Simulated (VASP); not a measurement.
Set up this calculation in VASP 6.6.1, as the native input.

```yaml
Task: single point
Functional: PBE
Potentials_or_basis: VASP PAW PBE potentials, release 64 (Ge_d, Bi_d, O)
Cutoff: 520 eV
k_mesh: 6 × 6 × 4
Occupations: gaussian, width 0.1 eV
Spin: no spin polarisation
Dipole_correction: no
Further_INCAR_settings: ALGO = Normal; EDIFF = 1e-06; NBANDS = 36
```

The structure of GeBiO4 lies in POSCAR:

```
GeBiO4
1.0
    4.0066369381      0.0000000000      0.0000000000
    0.0000000000      4.0066369381      0.0000000000
    0.0000000000      0.0000000000      6.3096227572
Ge Bi O
1 1 4
Direct
    0.5000000000      0.5000000000      0.5000000000
    0.0000000000      0.0000000000      0.0000000000
    0.5000000000      0.0000000000      0.0000000000
    0.0000000000      0.5000000000      0.0000000000
    0.0000000000      0.0000000000      0.3437883079
    0.0000000000      0.0000000000      0.6562116921
```

The input as run:

INCAR

```
SYSTEM = GeBiO4
PREC = Accurate
ENCUT = 520
EDIFF = 1E-6
ISMEAR = 0
SIGMA = 0.1
LREAL = .False.
LASPH = .True.
NELM = 60
ALGO = Normal
ISIF = 2
LWAVE = .False.
LCHARG = .False.
GGA = PE
NBANDS = 36
```

KPOINTS

```
regular mesh
0
Gamma
  6 6 4
  0 0 0
```

Potentials or basis: VASP PAW PBE potentials, release 64 (Ge_d, Bi_d, O).

Run with:

```sh
$ cat potpaw_PBE.64/Ge_d/POTCAR potpaw_PBE.64/Bi_d/POTCAR potpaw_PBE.64/O/POTCAR > POTCAR
$ mpirun -np 1 vasp_std > vasp.out
```

Results of the run:

```
Pressure      : 0.1 GPa
Largest force : 0.065 eV/Å
```

Caveat: an odd number of electrons without spin polarisation forces a metal; a magnetic or distorted state may lie lower.

Wall time 4 min on 1 thread of Intel Xeon 8259CL (shared host), peak memory 0.26 GiB.
